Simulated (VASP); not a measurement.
Here is a VASP 6.6.1 calculation.

File INCAR:

```
ALGO = Normal
EDIFF = 1E-6
ENCUT = 520
GGA = PE
ISIF = 2
ISMEAR = -1
LASPH = True
LCHARG = False
LREAL = False
LWAVE = False
NBANDS = 20
NELM = 100
PREC = Accurate
SIGMA = 0.15
```

KPOINTS

```
k-points
0
Gamma
  15 15 10
```

File POSCAR:

```
ScPb
1.0
    3.5016157493      0.0000000000      0.0000000000
   -1.7508078747      3.0324881932      0.0000000000
    0.0000000000      0.0000000000      4.8367451242
Sc Pb
1 1
Direct
    0.0000000000      0.0000000000      0.5000000000
    0.6666666667      0.3333333333      0.0000000000
```

Potentials or basis: VASP PAW PBE potentials, release 64 (Sc_sv, Pb_d).

Command:

```console
$ cat potpaw_PBE.64/Sc_sv/POTCAR potpaw_PBE.64/Pb_d/POTCAR > POTCAR
$ mpirun -np 1 vasp_std > vasp.out
```

Problem. What does it give for the pressure?

Solution. 0.0 GPa.
